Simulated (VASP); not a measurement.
Here is a VASP 6.6.1 calculation.

The input INCAR:

```
SYSTEM = Pt
ALGO = Normal
DIPOL = 0.5 0.5 0.500
EDIFF = 1E-6
ENCUT = 520
GGA = PS
IDIPOL = 3
ISIF = 2
ISMEAR = 1
LASPH = .True.
LCHARG = .False.
LDIPOL = .True.
LREAL = .False.
LWAVE = .False.
NBANDS = 44
NELM = 80
PREC = Accurate
SIGMA = 0.1
```

File KPOINTS:

```
k-points
0
Gamma
  10 10 1
  0 0 0
```

Contents of POSCAR:

```
Pt
1.0
    2.7702307980      0.0000000000      0.0000000000
    0.0000000000      2.7702307980      0.0000000000
    0.0000000000      0.0000000000     27.7530938940
Pt
7
Direct
    0.0000000000      0.0000000000      0.2882561501
    0.5000000000      0.5000000000      0.3588374334
    0.0000000000      0.0000000000      0.4294187167
    0.5000000000      0.5000000000      0.5000000000
    0.0000000000      0.0000000000      0.5705812833
    0.5000000000      0.5000000000      0.6411625666
    0.0000000000      0.0000000000      0.7117438499
```

Potentials or basis: VASP PAW PBE potentials, release 64 (Pt).

Command:

```console
$ cat potpaw_PBE.64/Pt/POTCAR > POTCAR
$ mpirun -np 1 vasp_std > vasp.out
```

Question: What does it give for the band gap on the k mesh?

Answer: Zero (bands 35 and 36 overlap by 1.54 eV).

Question: Predict the largest force.

Answer: 0.380 eV/Å.

Forces on the atoms (eV/Å):
```
Pt   0.000  0.000  0.380
Pt   0.000  0.000 -0.308
Pt   0.000  0.000 -0.026
Pt   0.000  0.000  0.000
Pt   0.000  0.000  0.026
Pt   0.000  0.000  0.308
Pt   0.000  0.000 -0.380
```

Caveat: the PAW data sets were made with another functional, which shifts forces and pressure a little; spin-orbit coupling is left out, which moves the levels of the heavy elements.
